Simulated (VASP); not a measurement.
# TiS2 (P-3m1) in VASP: a series of runs

TiS2 is run at these levels: PBE+D3(BJ); tasks: single point, relaxation of shape and atoms at fixed volume.

Program: VASP 6.6.1. These are calculated values, not measurements. Logs are shortened: lines on timing, memory, paths and dates and some standing lists are left out, and cuts for length are marked.

### 1 The cell of the first run

Symmetry: P-3m1, No. 164, trigonal system. The conventional cell has a = 3.358 Å, b = 3.358 Å, c = 5.519 Å, α = 90.00°, β = 90.00°, γ = 120.00°. Within 3.2 Å of Ti (site symmetry -3m) lie 6 S at 2.41 Å. S (site symmetry 3m) has 3 Ti at 2.41 Å within 3.2 Å.

### 2 Single point, PBE+D3(BJ)

Contents of INCAR:

```
SYSTEM = TiS2
PREC     = Accurate       ! precision mode
ENCUT    = 500            ! plane-wave cutoff, eV
EDIFF    = 1E-6           ! SCF threshold, eV
ISMEAR   = -1             ! smearing method
SIGMA    = 0.15           ! smearing width, eV
LREAL    = .FALSE.        ! projectors in reciprocal space
LASPH    = .TRUE.         ! aspherical terms in the spheres
NELM     = 120            ! most SCF steps
ALGO     = Normal         ! electronic algorithm
ISIF     = 2              ! what is computed and relaxed
LWAVE    = .FALSE.        ! write WAVECAR
LCHARG   = .FALSE.        ! write CHGCAR
GGA      = PE             ! functional
IVDW     = 12             ! dispersion correction
NBANDS   = 19             ! bands
GGA_COMPAT= .FALSE.
```

Contents of KPOINTS:

```
Automatic mesh
0
G
  15 15 8
  0 0 0
```

Contents of POSCAR:

```
TiS2
1.0
    3.3575623939      0.0000000000      0.0000000000
   -1.6787811970      2.9077343279      0.0000000000
    0.0000000000      0.0000000000      5.5194087031
Ti S
1 2
Direct
    0.0000000000      0.0000000000      0.0000000000
    0.3333333333      0.6666666667      0.2591954628
    0.6666666667      0.3333333333      0.7408045372
```

Potentials or basis: VASP PAW PBE potentials, release 64 (Ti_sv, S).

Started as:

```sh
cat potpaw_PBE.64/Ti_sv/POTCAR potpaw_PBE.64/S/POTCAR > POTCAR
mpirun -np 1 vasp_std > vasp.out
```

OUTCAR:

```text
SYSTEM = TiS2
   PREC = Accurate
   ENCUT = 500
   EDIFF = 1E-6
   ISMEAR = -1
   LREAL = .FALSE.
   LASPH = .TRUE.
   NELM = 120
   ISIF = 2
   GGA = PE
   IVDW = 12
 IVDW          = 12

 ion  position               nearest neighbor table
   1  0.000  0.000  0.000-   2 2.41   3 2.41   3 2.41   2 2.41   3 2.41   2 2.41
   2  0.333  0.667  0.259-   1 2.41   1 2.41   1 2.41
   3  0.667  0.333  0.741-   1 2.41   1 2.41   1 2.41

  LATTYP: Found a hexagonal cell.
 ALAT       =     3.3575623939
 C/A-ratio  =     1.6438737559

  Lattice vectors:

 A1 = (   3.3575623939,   0.0000000000,   0.0000000000)
 A2 = (  -1.6787811970,   2.9077343279,   0.0000000000)
 A3 = (   0.0000000000,   0.0000000000,   5.5194087031)

Analysis of symmetry for initial positions (statically):
=====================================================================
 Subroutine PRICEL returns:
 Original cell was already a primitive cell.

 Routine SETGRP: Setting up the symmetry group for a
 hexagonal supercell.

 Subroutine GETGRP returns: Found 12 space group operations
 (whereof 12 operations were pure point group operations)
 out of a pool of 24 trial point group operations.

The static configuration has the point symmetry D_3d.

Analysis of symmetry for dynamics (positions and initial velocities):
=====================================================================
 Subroutine PRICEL returns:
 Original cell was already a primitive cell.

 Routine SETGRP: Setting up the symmetry group for a
 hexagonal supercell.

 Subroutine GETGRP returns: Found 12 space group operations
 (whereof 12 operations were pure point group operations)
 out of a pool of 24 trial point group operations.

The dynamic configuration has the point symmetry D_3d.

 Subroutine INISYM returns: Found 12 space group operations
 (whereof 12 operations are pure point group operations),
 and found     1 'primitive' translations

----------------------------------------------------------------------------------------

                                     Primitive cell

  volume of cell :      53.8854

  direct lattice vectors                    reciprocal lattice vectors
     3.357562394  0.000000000  0.000000000     0.297835120  0.171955187  0.000000000
    -1.678781197  2.907734328  0.000000000     0.000000000  0.343910374  0.000000000
     0.000000000  0.000000000  5.519408703     0.000000000  0.000000000  0.181178828

  length of vectors
     3.357562394  3.357562394  5.519408703     0.343910374  0.343910374  0.181178828

  position of ions in fractional coordinates (direct lattice)
     0.000000000  0.000000000  0.000000000
     0.333333333  0.666666667  0.259195463
     0.666666667  0.333333333  0.740804537

  ion indices of the primitive-cell ions
   primitive index   ion index
                 1           1
                 2           2
                 3           3

----------------------------------------------------------------------------------------

 KPOINTS: Automatic mesh

Automatic generation of k-mesh.
 Grid dimensions read from file:
 generate k-points for:   15   15    8

 Generating k-lattice:

  Cartesian coordinates                     Fractional coordinates (reciprocal lattice)
     0.019855675  0.011463679  0.000000000     0.066666667  0.000000000  0.000000000
     0.000000000  0.022927358  0.000000000     0.000000000  0.066666667  0.000000000
     0.000000000  0.000000000  0.022647353     0.000000000  0.000000000  0.125000000

  Length of vectors
     0.022927358  0.022927358  0.022647353

  Shift w.r.t. Gamma in fractional coordinates (k-lattice)
     0.000000000  0.000000000  0.000000000

 Subroutine IBZKPT returns following result:
 ===========================================

 Found    192 irreducible k-points:

 Following reciprocal coordinates:
            Coordinates               Weight
  0.000000  0.000000  0.000000      1.000000
  0.066667  0.000000  0.000000      6.000000
  0.133333  0.000000  0.000000      6.000000
  0.200000  0.000000  0.000000      6.000000
  0.266667  0.000000  0.000000      6.000000
  0.333333  0.000000  0.000000      6.000000
[... 16 lines left out ...]
  0.333333  0.200000  0.000000     12.000000
  0.400000  0.200000  0.000000      6.000000
 [... further k-points ...]
   k-points           NKPTS =    192   k-points in BZ     NKDIM =    192   number of bands    NBANDS=     19
   number of dos      NEDOS =    301   number of ions     NIONS =      3
   total plane-waves  NPLWV =  23040
   dimension x,y,z NGX =    24 NGY =   24 NGZ =   40
   dimension x,y,z NGXF=    48 NGYF=   48 NGZF=   80
   ions per type =               1   2
   NGX,Y,Z   is equivalent  to a cutoff of  11.88, 11.88, 12.05 a.u.
   NGXF,Y,Z  is equivalent  to a cutoff of  23.77, 23.77, 24.10 a.u.
 SYSTEM =  TiS2
   PREC   = accura    normal or accurate (medium, high low for compatibility)
   ISTART =      0    job   : 0-new  1-cont  2-samecut
   ICHARG =      2    charge: 1-file 2-atom 10-const
   ISPIN  =      1    spin polarized calculation?
   LNONCOLLINEAR =      F non collinear calculations
   LSORBIT =      F    spin-orbit coupling
   LASPH  =      T    aspherical Exc in radial PAW
   ENCUT  =  500.0 eV  36.75 Ry    6.06 a.u.   6.12  6.12 10.06*2*pi/ulx,y,z
   NELM   =    120;   NELMIN=  2; NELMDL= -5     # of ELM steps
   EDIFF  = 0.1E-05   stopping-criterion for ELM
   LREAL  =      F    real-space projection
   EDIFFG = 0.1E-04   stopping-criterion for IOM
   NSW    =      0    number of steps for IOM
   IBRION =     -1    ionic relax: 0-MD 1-quasi-New 2-CG
   NFREE  =      0    steps in history (QN), initial steepest desc. (CG)
   ISIF   =      2    stress and relaxation
   ISYM   =      2    0-nonsym 1-usesym 2-fastsym
   POTIM  = 0.5000    time-step for ionic-motion
   TEBEG  =    0.0;   TEEND  =   0.0 temperature during run
   PSTRESS=    0.0 pullay stress
   NELECT =      24.0000    total number of electrons
   NUPDOWN=      -1.0000    fix difference up-down
   EMIN   =  10.00;   EMAX   =-10.00  energy-range for DOS
   EFERMI =   0.00;   METHOD = LEGACY
   ISMEAR =    -1;   SIGMA  =   0.15  broadening in eV -4-tet -1-fermi 0-gaus
   EFERMI_NEDOS =   21; number of points for ismear=-14 and -15
   IALGO  =     38    algorithm
   IMIX   =      4    mixing-type and parameters
[... 19 lines left out ...]

 Free energy of the ion-electron system (eV)
  ---------------------------------------------------
  ext. energy  EPLUGINS =         0.00000000
  ---------------------------------------------------
  free energy    TOTEN  =       -19.89522450 eV

  energy without entropy =      -19.84405934  energy(sigma->0) =      -19.86964192

 E-fermi :   6.0902     XC(G=0): -10.4508

 val. band max:        6.0726000905   @ k =   0.0000   0.0000   0.5000
 cond. band min:       6.1053549237   @ k =   0.0000   0.4667   0.3750
 fundamental gap:      0.0327548331
 Fermi energy:         6.0901688439

 k-point     1 :       0.0000    0.0000    0.0000
  band No.  band energies     occupation
      1     -51.3476      2.00000
      2     -27.5803      2.00000
      3     -27.5340      2.00000
      4     -27.5340      2.00000
      5      -7.8713      2.00000
      6      -5.9635      2.00000
[... 11 lines left out ...]
     18      12.2464      0.00000
     19      13.4753      0.00000

 k-point     2 :       0.0667    0.0000    0.0000
  band No.  band energies     occupation
      1     -51.3469      2.00000
      2     -27.5790      2.00000
      3     -27.5407      2.00000
      4     -27.5355      2.00000
      5      -7.8150      2.00000
      6      -5.9518      2.00000
[... 11 lines left out ...]
     18      12.5910      0.00000
     19      13.7171      0.00000

 k-point     3 :       0.1333    0.0000    0.0000
  band No.  band energies     occupation
      1     -51.3451      2.00000
      2     -27.5752      2.00000
      3     -27.5595      2.00000
      4     -27.5398      2.00000
      5      -7.6506      2.00000
      6      -5.9191      2.00000
[... 11 lines left out ...]
     18      13.3066      0.00000
     19      14.3120      0.00000

 k-point     4 :       0.2000    0.0000    0.0000
  band No.  band energies     occupation
      1     -51.3424      2.00000
      2     -27.5874      2.00000
      3     -27.5694      2.00000
      4     -27.5460      2.00000
      5      -7.3909      2.00000
      6      -5.8724      2.00000
[... 11 lines left out ...]
     18      13.7874      0.00000
     19      14.8344      0.00000

 k-point     5 :       0.2667    0.0000    0.0000
  band No.  band energies     occupation
      1     -51.3393      2.00000
      2     -27.6190      2.00000
      3     -27.5630      2.00000
      4     -27.5532      2.00000
      5      -7.0595      2.00000
      6      -5.8241      2.00000
[... 11 lines left out ...]
     18      13.7559      0.00000
     19      14.6952      0.00000

 k-point     6 :       0.3333    0.0000    0.0000
  band No.  band energies     occupation
      1     -51.3364      2.00000
      2     -27.6490      2.00000
      3     -27.5601      2.00000
      4     -27.5569      2.00000
      5      -6.6925      2.00000
      6      -5.7914      2.00000
[... 11 lines left out ...]
     18      13.5712      0.00000
     19      14.0883      0.00000

 k-point     7 :       0.4000   -0.0000    0.0000
  band No.  band energies     occupation
      1     -51.3341      2.00000
      2     -27.6724      2.00000
      3     -27.5655      2.00000
      4     -27.5521      2.00000
      5      -6.3397      2.00000
      6      -5.7987      2.00000
[... 11 lines left out ...]
     18      13.3297      0.00000
     19      13.7613      0.00000

 k-point     8 :       0.4667   -0.0000    0.0000
  band No.  band energies     occupation
      1     -51.3328      2.00000
      2     -27.6852      2.00000
      3     -27.5684      2.00000
      4     -27.5494      2.00000
      5      -6.0561      2.00000
      6      -5.8769      2.00000
[... 256 lines left out ...]
 k-point    20 :       0.4000    0.1333    0.0000
  band No.  band energies     occupation
      1     -51.3322      2.00000
      2     -27.6769      2.00000
      3     -27.5843      2.00000
      4     -27.5482      2.00000
      5      -5.9948      2.00000
      6      -5.8371      2.00000
[... 11 lines left out ...]
     18      13.4663      0.00000
     19      14.1112      0.00000

 k-point    21 :       0.2000    0.2000    0.0000
  band No.  band energies     occupation
      1     -51.3357      2.00000
      2     -27.6421      2.00000
      3     -27.5763      2.00000
      4     -27.5552      2.00000
      5      -6.6137      2.00000
      6      -5.7677      2.00000
[... 11 lines left out ...]
     18      14.0790      0.00000
     19      15.1098      0.00000

 k-point    22 :       0.2667    0.2000    0.0000
  band No.  band energies     occupation
      1     -51.3335      2.00000
      2     -27.6562      2.00000
      3     -27.5892      2.00000
      4     -27.5508      2.00000
      5      -6.2983      2.00000
      6      -5.7491      2.00000
[... 11 lines left out ...]
     18      13.4712      0.00000
     19      15.0549      0.00000

 k-point    23 :       0.3333    0.2000    0.0000
  band No.  band energies     occupation
      1     -51.3321      2.00000
      2     -27.6651      2.00000
      3     -27.5987      2.00000
      4     -27.5479      2.00000
      5      -6.0329      2.00000
      6      -5.7673      2.00000
[... 11 lines left out ...]
     18      13.1262      0.00000
     19      14.9370      0.00000

 k-point    24 :       0.4000    0.2000    0.0000
  band No.  band energies     occupation
      1     -51.3315      2.00000
      2     -27.6680      2.00000
      3     -27.6022      2.00000
      4     -27.5468      2.00000
      5      -5.8746      2.00000
      6      -5.8331      2.00000
[... 11 lines left out ...]
     18      13.0193      0.00000
     19      14.8788      0.00000

 [... further k-points ...]

------------------------ aborting loop because EDIFF is reached ----------------------------------------

 Edisp (eV)   -1.23196

 E8    (eV) :    -0.4994

  FORCE on cell =-STRESS in cart. coord.  units (eV):
  Direction    XX          YY          ZZ          XY          YZ          ZX
  --------------------------------------------------------------------------------------
  -------------------------------------------------------------------------------------
  Total      -0.02164    -0.02164     0.02579     0.00000    -0.00000     0.00000
  in kB      -0.64344    -0.64344     0.76671     0.00000    -0.00000     0.00000
  external pressure =       -0.17 kB  Pullay stress =        0.00 kB

 VOLUME and BASIS-vectors are now :
 -----------------------------------------------------------------------------
  energy-cutoff  :      500.00
  volume of cell :       53.89
      direct lattice vectors                 reciprocal lattice vectors
     3.357562394  0.000000000  0.000000000     0.297835120  0.171955187  0.000000000
    -1.678781197  2.907734328  0.000000000     0.000000000  0.343910374  0.000000000
     0.000000000  0.000000000  5.519408703     0.000000000  0.000000000  0.181178828

 POSITION                                       TOTAL-FORCE (eV/Angst)
 -----------------------------------------------------------------------------------
      0.00000      0.00000      0.00000        -0.000000      0.000000      0.000000
     -0.00000      1.93849      1.43061        -0.000000     -0.000000      0.002392
      1.67878      0.96924      4.08880         0.000000      0.000000     -0.002392
 -----------------------------------------------------------------------------------
    total drift:                                0.000000      0.000000      0.000000

  FREE ENERGIE OF THE ION-ELECTRON SYSTEM (eV)
  ---------------------------------------------------
  free  energy   TOTEN  =       -21.1271885406 eV

  energy  without entropy=      -21.0760233739  energy(sigma->0) =      -21.10160596
```

Run time: 65 s. Hardware: 1 thread of Intel Xeon 6975P-C (Granite Rapids), shared host; peak memory 0.3 GiB.

Results:

| Quantity | Value |
| --- | --- |
| Free energy | -21.1272 eV |
| Pressure | 0.0 GPa |
| Band gap on the k mesh | zero (band 12 reaches 6.34 eV, above the bottom of band 13 at 6.07 eV) |
| Dispersion energy per atom | -0.411 eV |

Forces in eV/Å, atoms in the order of the input:
```
Ti   0.000  0.000  0.000
S    0.000  0.000  0.002
S    0.000  0.000 -0.002
```

Stress tensor (GPa, compression positive):
```
-0.06  0.00  0.00
 0.00 -0.06  0.00
 0.00  0.00  0.08
```

Caveat: pairwise dispersion overbinds metals, which lowers pressure and volume.

### 3 Relaxation of shape and atoms at fixed volume, PBE+D3(BJ) (volume scaled by 1.03)

Contents of INCAR:

```
PREC = Accurate ; ENCUT = 500
EDIFF = 1E-7 ; ISMEAR = 0
SIGMA = 0.1 ; LREAL = False
LASPH = True ; NELM = 120
ALGO = Normal ; ISIF = 4
LWAVE = False ; LCHARG = False
GGA = PE ; IVDW = 12
IBRION = 2 ; NSW = 50
EDIFFG = -0.01 ; GGA_COMPAT = False
NELMIN = 4
```

Contents of KPOINTS:

```
regular mesh
0
Gamma
  15 15 8
```

Contents of POSCAR:

```
TiS2
1.0
    3.3938212364      0.0000000000      0.0000000000
   -1.6969106182      2.9391354066      0.0000000000
    0.0000000000      0.0000000000      5.5747780641
Ti S
1 2
Direct
    0.0000000000      0.0000000000      0.0000000000
    0.3333333333      0.6666666667      0.2586701182
    0.6666666667      0.3333333333      0.7413298818
```

Potentials or basis: VASP PAW PBE potentials, release 64 (Ti_sv, S).

Started as:

```sh
cat potpaw_PBE.64/Ti_sv/POTCAR potpaw_PBE.64/S/POTCAR > POTCAR
mpirun -np 1 vasp_std > vasp.out
```

It took 8.7 min on 1 thread of Intel Xeon Platinum 8259CL at 2.50GHz (Skylake/Cascade Lake), shared host; peak memory 0.31 GiB.

It converged, with:

| Property | Result |
| --- | --- |
| Free energy | -21.1017 eV |
| Energy gained by relaxing | 3.4 meV/atom |
| Ionic steps | 5 |
| Pressure after relaxing | -1.1 GPa |
| Band gap on the k mesh | zero (band 12 reaches 5.93 eV, above the bottom of band 13 at 5.71 eV) |
| Dispersion energy per atom | -0.397 eV |

Forces on the atoms (eV/Å):
```
Ti   0.000  0.000  0.000
S    0.000  0.000 -0.002
S    0.000  0.000  0.002
```

The path:
| step | energy change (eV) | largest force (eV/Å) | pressure (GPa) | volume (Å³) |
| --- | --- | --- | --- | --- |
| 1 | 0.0000 | 0.3195 | -3.02 | 55.61 |
| 2 | -0.0068 | 0.1211 | -2.06 | 55.61 |
| 3 | -0.0080 | 0.0002 | -1.47 | 55.61 |
| 4 | -0.0094 | 0.0006 | -1.29 | 55.61 |
| 5 | -0.0101 | 0.0021 | -1.07 | 55.61 |

Final structure:
```
Ti S
1.0
     3.37587    0.00000    0.00000
    -1.68793    2.92359    0.00000
     0.00000    0.00000    5.63423
Ti S
1 2
Cartesian
  0.0000 0.0000 0.0000
  0.0000 1.9491 1.4266
  1.6879 0.9745 4.2076
```

Levels at points of the mesh, in eV from the Fermi level:
| k point | band 10 | band 11 | band 12 | band 13 | band 14 | band 15 |
| --- | --- | --- | --- | --- | --- | --- |
| (0.00, 0.00, 0.00) | 0.03 | 0.15 | 0.15 | 0.54 | 0.54 | 0.90 |
| (0.00, 0.00, 0.50) | -2.56 | -0.05 | -0.05 | 0.52 | 0.52 | 1.55 |

Caveat: the cell differs from its parent crystal (volume scaled by 1.03); pairwise dispersion overbinds metals, which lowers pressure and volume.

### 4 Single point, PBE+D3(BJ) (volume scaled by 0.91, then relaxed in part)

Contents of INCAR:

```
  ALGO = Normal
  EDIFF = 1E-6
  ENCUT = 500
  GGA = PE
  GGA_COMPAT = False
  ISIF = 2
  ISMEAR = 0
  IVDW = 12
  LASPH = True
  LCHARG = False
  LREAL = False
  LWAVE = False
  NBANDS = 19
  NELM = 120
  PREC = Accurate
  SIGMA = 0.1
```

Contents of KPOINTS:

```
k-points
0
Gamma
  15 15 8
```

Contents of POSCAR:

```
TiS2
1.0
    3.2835271282      0.0000000000      0.0000000000
   -1.6417635641      2.8436179070      0.0000000000
    0.0000000000      0.0000000000      5.2617287815
Ti S
1 2
Direct
    0.0000000000      0.0000000000      0.0000000000
    0.3333333333      0.6666666667      0.2737197149
    0.6666666667      0.3333333333      0.7262802851
```

Started as:

```sh
cat potpaw_PBE.64/Ti_sv/POTCAR potpaw_PBE.64/S/POTCAR > POTCAR
mpirun -np 1 vasp_std > vasp.out
```

It took 1.7 min on 1 thread of Intel Xeon Platinum 8259CL at 2.50GHz (Skylake/Cascade Lake), shared host; peak memory 0.28 GiB.

It converged, with:

* Free energy: -21.0318 eV
* Pressure: 5.5 GPa
* Band gap on the k mesh: zero (band 12 reaches 7.92 eV, above the bottom of band 13 at 7.11 eV)
* Dispersion energy per atom: -0.453 eV

Forces in eV/Å, atoms in the order of the input:
```
Ti   0.000  0.000  0.000
S    0.000  0.000 -0.002
S    0.000  0.000  0.002
```

Stress tensor (GPa, compression positive):
```
5.46 0.00 0.00
0.00 5.46 0.00
0.00 0.00 5.54
```

Levels at points of the mesh, in eV from the Fermi level:
```
           k point  band 9  band 10  band 11  band 12  band 13  band 14  band 15  band 16
(0.00, 0.00, 0.00)   -2.76     0.35     0.35     0.60     0.67     0.67     0.85     3.44
(0.00, 0.00, 0.50)   -2.64    -2.64    -0.13    -0.13     0.62     0.62     1.78     4.19
```

Caveat: the cell differs from its parent crystal (volume scaled by 0.91, then relaxed in part); pairwise dispersion overbinds metals, which lowers pressure and volume.

### 5 Summary

| task | cell | smearing | gap on the mesh (eV) | pressure (GPa) |
| --- | --- | --- | --- | --- |
| single point | a = 3.358, b = 3.358, c = 5.519 Å, angles 90.0, 90.0, 120.0°, 3 atoms | fermi-dirac 0.15 eV | none | 0.0 |
| relaxation of shape and atoms at fixed volume | relaxed from a = 3.394, b = 3.394, c = 5.575 Å, angles 90.0, 90.0, 120.0°, 3 atoms | gaussian 0.1 eV | none | -1.1 |
| single point | a = 3.284, b = 3.284, c = 5.262 Å, angles 90.0, 90.0, 120.0°, 3 atoms | gaussian 0.1 eV | none | 5.5 |

Alike in all rows: level PBE+D3(BJ); potentials or basis VASP PAW PBE potentials, release 64 (Ti_sv, S); no spin polarisation; k mesh 15 × 15 × 8; cutoff (eV) 500.

Caveats: pairwise dispersion overbinds metals, which lowers pressure and volume.

Absolute energies hang on the potentials; compare differences alone.
